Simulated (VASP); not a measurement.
Crystal: V.

```
CELL_PARAMETERS angstrom
-1.50000 1.50000 1.50000
1.50000 -1.50000 1.50000
1.50000 1.50000 -1.50000
ATOMIC_POSITIONS crystal
V 0.00000 0.00000 0.00000
```

* Program: VASP 6.6.1
* Task: relaxation of cell and atoms
* Functional: PBEsol
* Potentials or basis: VASP PAW PBE potentials, release 64 (V_sv)
* Cutoff: 600 eV
* k mesh: 20 × 20 × 20
* Occupations: methfessel-paxton, width 0.1 eV
* Spin: no spin polarisation

At the start: pressure -7.5 GPa; volume 13.50 Å³/atom.

Question: How do energy, volume and symmetry change on relaxing?

Answer: Over 6 steps the energy falls by 13.1 meV/atom and the volume is 12.96 Å³/atom (-4.0 %); space group Im-3m (No. 229, to 0.05 Å).

The path:
| step | energy change (eV) | largest force (eV/Å) | pressure (GPa) | volume (Å³) |
| --- | --- | --- | --- | --- |
| 1 | 0.0000 | 0.0000 | -7.48 | 13.50 |
| 2 | 0.0088 | 0.0000 | 11.19 | 12.31 |
| 3 | -0.0131 | 0.0000 | -0.09 | 12.96 |
| 4 | -0.0131 | 0.0000 | 0.07 | 12.95 |
| 5 | -0.0131 | 0.0000 | -0.09 | 12.96 |
| 6 | -0.0131 | 0.0000 | 0.00 | 12.96 |

Final structure:
```
V
1.0
    -1.47966    1.47966    1.47966
     1.47966   -1.47966    1.47966
     1.47966    1.47966   -1.47966
V
1
Cartesian
  1.4797 1.4797 -1.4797
```

Caveat: the PAW data sets were made with another functional, which shifts forces and pressure a little.
